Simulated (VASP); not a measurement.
Cr: single point with PBE

Crystal: Cr.

```xyz
2
Lattice="2.9983 0.0000 0.0000 0.0000 2.9983 0.0000 0.0000 0.0000 2.9983" Properties=species:S:1:pos:R:3 pbc="T T T"
Cr    0.0000    0.0000    0.0000
Cr    1.4991    1.4991    1.4991
```

This cell differs from its parent crystal: volume scaled by 1.03.

```
Program             : VASP 6.6.1
Task                : single point
Functional          : PBE
Potentials or basis : VASP PAW PBE potentials, release 64 (Cr_pv)
Cutoff              : 520 eV
k mesh              : 11 × 11 × 11
Occupations         : fermi-dirac, width 0.05 eV
Spin                : collinear spin, antiferromagnetic start
Starting moments    : [-3.0, 3.0] μB
```

```yaml
Pressure: -15.4 GPa
Band_gap_on_the_k_mesh: zero (filled and empty bands overlap)
Net_moment: 0.00 μB per cell
Site_moments: Cr -1.99, +1.99 μB
Valence_electrons_inside_the_program's_atomic_spheres: Cr 10.78
```

Levels at points of the mesh, in eV from the Fermi level:
Spin up:
```
           k point  band 8  band 9  band 10  band 11  band 12  band 13  band 14  band 15  band 16  band 17
(0.00, 0.00, 0.00)   -3.51   -3.51    -0.90    -0.90    -0.90     1.22     1.22     2.49     2.49     2.49
```
Spin down:
| k point | band 9 | band 10 | band 11 | band 12 | band 13 | band 14 | band 15 | band 16 |
| --- | --- | --- | --- | --- | --- | --- | --- | --- |
| (0.00, 0.00, 0.00) | -3.51 | -0.90 | -0.90 | -0.90 | 1.22 | 1.22 | 2.49 | 2.49 |

Wall time 48 s on 1 thread of Intel Xeon 6975P-C, on a shared host, peak memory 0.18 GiB.
